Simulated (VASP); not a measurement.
# Ir in VASP: a series of runs, part 2 of 2

VASP 6.6.1. Earlier steps stand in the parts before.

## 3. Single point, PBE

This run uses another cell than the first one.

File INCAR:

```
SYSTEM = Ir
ALGO     = Fast           ! electronic algorithm
DIPOL    = 0.5 0.5 0.411
EDIFF    = 1E-6           ! SCF threshold, eV
ENCUT    = 520            ! plane-wave cutoff, eV
GGA      = PE             ! functional
IDIPOL   = 3            
ISIF     = 2              ! what is computed and relaxed
ISMEAR   = 0              ! smearing method
LASPH    = .True.         ! aspherical terms in the spheres
LCHARG   = .True.         ! write CHGCAR
LDIPOL   = .True.       
LELF     = .True.         ! ELF
LREAL    = Auto         
LVACPOTAV= .True.       
LVHAR    = .True.       
LWAVE    = .False.        ! write WAVECAR
NBANDS   = 86             ! bands
NELM     = 60             ! most SCF steps
PREC     = Accurate       ! precision mode
SIGMA    = 0.1            ! smearing width, eV
```

File KPOINTS:

```
k-points
0
Gamma
  4 4 1
  0 0 0
```

File POSCAR:

```
Ir
1.0
    5.4739356049      0.0000000000      0.0000000000
    0.0000000000      5.4739356049      0.0000000000
    0.0000000000      0.0000000000     26.4961854790
Ir
16
Direct
    0.2500000000      0.2500000000      0.3019302536
    0.2500000000      0.7500000000      0.3019302536
    0.7500000000      0.2500000000      0.3019302536
    0.7500000000      0.7500000000      0.3019302536
    0.5000000000      0.5000000000      0.3749720314
    0.5000000000      0.0000000000      0.3749720314
    0.0000000000      0.5000000000      0.3749720314
    0.0000000000      0.0000000000      0.3749720314
    0.7503210503      0.7505665593      0.4484317580
    0.7510496815      0.2487008514      0.4485280760
    0.2481909560      0.7515503675      0.4485190340
    0.2477011377      0.2486750143      0.4485099425
    0.0044085216      0.0008602727      0.5207955479
    0.0009313051      0.5000208293      0.5171090000
    0.5004824204      0.0000228775      0.5173248564
    0.5012440145      0.5002317798      0.5180501184
```

Potentials or basis: VASP PAW PBE potentials, release 64 (Ir).

On the command line:

```sh
> cat potpaw_PBE.64/Ir/POTCAR > POTCAR
> mpirun -np 1 vasp_std > vasp.out
```

OUTCAR:

```text
SYSTEM = Ir
   EDIFF = 1E-6
   ENCUT = 520
   GGA = PE
   ISIF = 2
   ISMEAR = 0
   LASPH = .True.
   LREAL = Auto
   NELM = 60
   PREC = Accurate

 ion  position               nearest neighbor table
   1  0.250  0.250  0.302-   5 2.74   6 2.74   7 2.74   8 2.74   2 2.74   3 2.74   2 2.74   3 2.74

   2  0.250  0.750  0.302-   5 2.74   6 2.74   7 2.74   8 2.74   1 2.74   4 2.74   1 2.74   4 2.74

   3  0.750  0.250  0.302-   5 2.74   6 2.74   7 2.74   8 2.74   1 2.74   4 2.74   4 2.74   1 2.74
[... 23 lines left out ...]
  15  0.500  0.000  0.517-  10 2.66   9 2.66  11 2.66  12 2.66  13 2.72  16 2.74  16 2.74  13 2.76

  16  0.501  0.500  0.518-   9 2.67  10 2.68  11 2.68  12 2.69  14 2.74  15 2.74  15 2.74  14 2.74

  LATTYP: Found a simple tetragonal cell.
 ALAT       =     5.4739356049
 C/A-ratio  =     4.8404269600

  Lattice vectors:

 A1 = (   5.4739356049,   0.0000000000,   0.0000000000)
 A2 = (   0.0000000000,   5.4739356049,   0.0000000000)
 A3 = (   0.0000000000,   0.0000000000,  26.4961854790)

Analysis of symmetry for initial positions (statically):
=====================================================================
 Subroutine PRICEL returns:
 Original cell was already a primitive cell.

 Routine SETGRP: Setting up the symmetry group for a
 simple tetragonal supercell.

 Subroutine GETGRP returns: Found  1 space group operations
 (whereof  1 operations were pure point group operations)
 out of a pool of 16 trial point group operations.

The static configuration has the point symmetry C_1 .

Analysis of symmetry for dynamics (positions and initial velocities):
=====================================================================
 Subroutine PRICEL returns:
 Original cell was already a primitive cell.

 Routine SETGRP: Setting up the symmetry group for a
 simple tetragonal supercell.

 Subroutine GETGRP returns: Found  1 space group operations
 (whereof  1 operations were pure point group operations)
 out of a pool of 16 trial point group operations.

The dynamic configuration has the point symmetry C_1 .

 Subroutine INISYM returns: Found  1 space group operations
 (whereof  1 operations are pure point group operations),
 and found     1 'primitive' translations

----------------------------------------------------------------------------------------

                                     Primitive cell

  volume of cell :     793.9309

  direct lattice vectors                    reciprocal lattice vectors
     5.473935605  0.000000000  0.000000000     0.182683917  0.000000000  0.000000000
     0.000000000  5.473935605  0.000000000     0.000000000  0.182683917  0.000000000
     0.000000000  0.000000000 26.496185479     0.000000000  0.000000000  0.037741282

  length of vectors
     5.473935605  5.473935605 26.496185479     0.182683917  0.182683917  0.037741282

  position of ions in fractional coordinates (direct lattice)
     0.250000000  0.250000000  0.301930254
     0.250000000  0.750000000  0.301930254
     0.750000000  0.250000000  0.301930254
     0.750000000  0.750000000  0.301930254
     0.500000000  0.500000000  0.374972031
     0.500000000  0.000000000  0.374972031
[... 8 lines left out ...]
     0.500482420  0.000022878  0.517324856
[... 60 lines left out ...]
   number of dos      NEDOS =    301   number of ions     NIONS =     16
   total plane-waves  NPLWV = 352800
   dimension x,y,z NGX =    42 NGY =   42 NGZ =  200
   dimension x,y,z NGXF=    84 NGYF=   84 NGZF=  400
   ions per type =              16
   NGX,Y,Z   is equivalent  to a cutoff of  12.76, 12.76, 12.55 a.u.
   NGXF,Y,Z  is equivalent  to a cutoff of  25.51, 25.51, 25.10 a.u.
 SYSTEM =  Ir
   PREC   = accura    normal or accurate (medium, high low for compatibility)
   ISTART =      0    job   : 0-new  1-cont  2-samecut
   ICHARG =      2    charge: 1-file 2-atom 10-const
   ISPIN  =      1    spin polarized calculation?
   LNONCOLLINEAR =      F non collinear calculations
   LSORBIT =      F    spin-orbit coupling
   LASPH  =      T    aspherical Exc in radial PAW
   ENCUT  =  520.0 eV  38.22 Ry    6.18 a.u.  10.18 10.18 49.27*2*pi/ulx,y,z
   NELM   =     60;   NELMIN=  2; NELMDL= -5     # of ELM steps
   EDIFF  = 0.1E-05   stopping-criterion for ELM
   LREAL  =      T    real-space projection
   EDIFFG = 0.1E-04   stopping-criterion for IOM
   NSW    =      0    number of steps for IOM
   IBRION =     -1    ionic relax: 0-MD 1-quasi-New 2-CG
   NFREE  =      0    steps in history (QN), initial steepest desc. (CG)
   ISIF   =      2    stress and relaxation
   ISYM   =      2    0-nonsym 1-usesym 2-fastsym
   POTIM  = 0.5000    time-step for ionic-motion
   TEBEG  =    0.0;   TEEND  =   0.0 temperature during run
   PSTRESS=    0.0 pullay stress
   NELECT =     144.0000    total number of electrons
   NUPDOWN=      -1.0000    fix difference up-down
   EMIN   =  10.00;   EMAX   =-10.00  energy-range for DOS
   EFERMI =   0.00;   METHOD = LEGACY
   ISMEAR =     0;   SIGMA  =   0.10  broadening in eV -4-tet -1-fermi 0-gaus
   EFERMI_NEDOS =   21; number of points for ismear=-14 and -15
   IALGO  =     68    algorithm
   IMIX   =      4    mixing-type and parameters
     AMIX     =   0.40;   BMIX     =  1.00
     AMIX_MAG =   1.60;   BMIX_MAG =  1.00
  volume/ion in A,a.u.               =      49.62       334.86
  Fermi-wavevector in a.u.,A,eV,Ry     =   0.926691  1.751191 11.684077  0.858755
  Thomas-Fermi vector in A             =   2.052680
   LORBIT       =      0    0 simple, 1 ext, 2 COOP (PROOUT), +10 PAW based schemes
   GGA     = PE    functional components
   LHFCALC =     F    Hartree Fock is set to
   AEXX    =    0.0000 exact exchange contribution
   IVDW    =     0    specifies the selected vdW correction
   LEPSILON=     F    determine dielectric tensor
   LRPA    =     F    only Hartree local field effects (RPA)
 non-spin polarized calculation
 RMM-DIIS sequential band-by-band and
 Gauss-broadening in eV      SIGMA  =   0.10
  energy-cutoff  :      520.00
  volume of cell :      793.93
 maximum number of plane-waves:     21484
 NGX is ok and might be reduce to    42
   NGX = 21   NGY = 21   NGZ = 99

 dipolmoment           0.000000      0.000000      0.000464 electrons x Angstroem

 number of electron     143.9999986 magnetization

 dipolmoment           0.000000      0.000000     -0.003437 electrons x Angstroem

 Free energy of the ion-electron system (eV)
  ---------------------------------------------------
  ext. energy  EPLUGINS =         0.00000000
  ---------------------------------------------------
  free energy    TOTEN  =      -130.37836238 eV

  energy without entropy =     -130.27334870  energy(sigma->0) =     -130.32585554

 E-fermi :  -1.0911     XC(G=0):  -4.8303

 val. band max:       -1.1000384979   @ k =   0.0000   0.2500   0.0000
 cond. band min:      -1.0304719349   @ k =   0.2500   0.0000   0.0000
 fundamental gap:      0.0695665630
 Fermi energy:        -1.0910800171

 k-point     1 :       0.0000    0.0000    0.0000
  band No.  band energies     occupation
      1     -11.1634      2.00000
      2      -9.2624      2.00000
      3      -8.4346      2.00000
      4      -8.4339      2.00000
      5      -8.3566      2.00000
      6      -8.3542      2.00000
[... 859 lines left out ...]
     83      -0.2297      0.00000
     84      -0.2272      0.00000
 [bands above 84 left out]

------------------------ aborting loop because EDIFF is reached ----------------------------------------

  FORCE on cell =-STRESS in cart. coord.  units (eV):
  Direction    XX          YY          ZZ          XY          YZ          ZX
  --------------------------------------------------------------------------------------
  -------------------------------------------------------------------------------------
  Total      -16.9807550    -17.0090333     -6.5756480      0.0075178     -0.0482958     -0.3705484
  in kB      -34.2676919    -34.3247584    -13.2698623      0.0151713     -0.0974624     -0.7477782
  external PRESSURE =     -27.2874376 kB  Pullay stress =       0.0000000 kB

 VOLUME and BASIS-vectors are now :
 -----------------------------------------------------------------------------
  energy-cutoff  :      520.00
  volume of cell :      793.93
      direct lattice vectors                 reciprocal lattice vectors
     5.473935605  0.000000000  0.000000000     0.182683917  0.000000000  0.000000000
     0.000000000  5.473935605  0.000000000     0.000000000  0.182683917  0.000000000
     0.000000000  0.000000000 26.496185479     0.000000000  0.000000000  0.037741282

 POSITION                                       TOTAL-FORCE (eV/Angst)
 -----------------------------------------------------------------------------------
      1.36848      1.36848      8.00000        -0.011794     -0.012450      0.828232
      1.36848      4.10545      8.00000        -0.009588      0.009417      0.831328
      4.10545      1.36848      8.00000         0.001684      0.000334      0.833291
      4.10545      4.10545      8.00000         0.000262     -0.000376      0.832665
      2.73697      2.73697      9.93533        -0.015828     -0.011343     -0.715594
      2.73697      0.00000      9.93533        -0.000262      0.010741     -0.910511
[... 8 lines left out ...]
      2.73961      0.00013     13.70714         0.042104      0.003735      0.330820
      2.74378      2.73824     13.72635        -0.050391     -0.013619     -0.121412
 -----------------------------------------------------------------------------------
    total drift:                               -0.001729     -0.000675     -0.001083

  FREE ENERGIE OF THE ION-ELECTRON SYSTEM (eV)
  ---------------------------------------------------
  free  energy   TOTEN  =      -130.3783623825 eV

  energy  without entropy=     -130.2733486971  energy(sigma->0) =     -130.32585554

 vacuum level on the upper side and lower side of the slab         4.503         4.523
```

It took 27 min on 1 thread of Intel Xeon Platinum 8488C (Sapphire Rapids), shared host; peak memory 0.92 GiB.

Results:

* Free energy: -130.3784 eV
* Largest force: 0.916 eV/Å
* Band gap on the k mesh: zero (bands 72 and 73 overlap by 0.85 eV)

Forces on the atoms (eV/Å):
```
Ir  -0.012 -0.012  0.828
Ir  -0.010  0.009  0.831
Ir   0.002  0.000  0.833
Ir   0.000  0.000  0.833
Ir  -0.016 -0.011 -0.716
Ir   0.000  0.011 -0.911
Ir   0.015  0.004 -0.916
Ir  -0.008 -0.007 -0.894
Ir   0.048  0.044  0.094
Ir  -0.011 -0.003  0.057
Ir   0.092 -0.043  0.015
Ir   0.146  0.042  0.010
Ir  -0.204 -0.047 -0.693
Ir  -0.034  0.023  0.419
Ir   0.042  0.004  0.331
Ir  -0.050 -0.014 -0.121
```

Levels at points of the mesh, in eV from the Fermi level:
```tsv
k point	band 68	band 69	band 70	band 71	band 72	band 73	band 74	band 75
(0.00, 0.00, 0.00)	0.15	0.15	0.23	0.51	0.53	0.74	0.77	0.79
(0.50, 0.00, 0.00)	-0.69	-0.22	-0.21	0.11	0.13	0.14	0.15	0.16
(0.00, 0.50, 0.00)	-0.69	-0.22	-0.21	0.11	0.13	0.15	0.15	0.17
(0.50, 0.50, 0.00)	-1.34	-1.13	-1.12	-1.09	-1.06	-0.32	-0.32	-0.25
```

Caveat: spin-orbit coupling is left out, which moves the levels of the heavy elements.

## 4. Single point, PBE

File INCAR:

```
SYSTEM = Ir
PREC = Accurate
ENCUT = 520
EDIFF = 1E-6
ISMEAR = 0
SIGMA = 0.1
LREAL = Auto
LASPH = .TRUE.
NELM = 80
ALGO = Fast
ISIF = 2
LWAVE = .FALSE.
LCHARG = .FALSE.
LDIPOL = .TRUE.
IDIPOL = 3
DIPOL = 0.5 0.5 0.499
GGA = PE
NBANDS = 86
```

File KPOINTS:

```
regular mesh
0
G
  4 4 1
  0 0 0
```

File POSCAR:

```
Ir
1.0
    5.4739356050      0.0000000000      0.0000000000
    0.0000000000      5.4739356050      0.0000000000
    0.0000000000      0.0000000000     21.8059854791
Ir
16
Direct
    0.2500000000      0.2500000000      0.3668717476
    0.2500000000      0.7500000000      0.3668717476
    0.7500000000      0.2500000000      0.3668717476
    0.7500000000      0.7500000000      0.3668717476
    0.5000000000      0.5000000000      0.4556239159
    0.5000000000      0.0000000000      0.4556239159
    0.0000000000      0.5000000000      0.4556239159
    0.0000000000      0.0000000000      0.4556239159
    0.7500000000      0.7500000000      0.5449827063
    0.7500000000      0.2500000000      0.5449827063
    0.2500000000      0.7500000000      0.5449827063
    0.2500000000      0.2500000000      0.5449827063
    0.0000000000      0.0000000000      0.6294641351
    0.0000000000      0.5000000000      0.6294641351
    0.5000000000      0.0000000000      0.6294641351
    0.5000000000      0.5000000000      0.6294641351
```

On the command line:

```sh
> cat potpaw_PBE.64/Ir/POTCAR > POTCAR
> mpirun -np 1 vasp_std > vasp.out
```

It took 23 min on 1 thread of Intel Xeon Platinum 8175M at 2.50GHz (Skylake/Cascade Lake), shared host; peak memory 0.72 GiB.

The run converged. Its results:

- Free energy: -130.4164 eV
- Largest force: 0.870 eV/Å
- Band gap on the k mesh: zero (bands 72 and 73 overlap by 0.81 eV)

Forces in eV/Å, atoms in the order of the input:
```
Ir   0.000  0.000  0.832
Ir   0.000  0.000  0.832
Ir   0.000  0.000  0.832
Ir   0.000  0.000  0.832
Ir   0.000  0.000 -0.870
Ir   0.000  0.000 -0.870
Ir   0.000  0.000 -0.870
Ir   0.000  0.000 -0.870
Ir   0.000  0.000 -0.008
Ir   0.000  0.000 -0.008
Ir   0.000  0.000 -0.008
Ir   0.000  0.000 -0.008
Ir   0.000  0.000  0.047
Ir   0.000  0.000  0.047
Ir   0.000  0.000  0.047
Ir   0.000  0.000  0.047
```

Levels at points of the mesh, in eV from the Fermi level:
```tsv
k point	band 68	band 69	band 70	band 71	band 72	band 73	band 74	band 75
(0.00, 0.00, 0.00)	0.15	0.15	0.25	0.52	0.53	0.76	0.77	0.77
(0.50, 0.00, 0.00)	-0.71	-0.22	-0.22	0.13	0.13	0.15	0.15	0.18
(0.50, 0.50, 0.00)	-1.36	-1.10	-1.10	-1.10	-1.10	-0.28	-0.28	-0.28
```

Caveat: spin-orbit coupling is left out, which moves the levels of the heavy elements.

The gap in the log of VASP goes by the Fermi energy; the results here count the filled bands.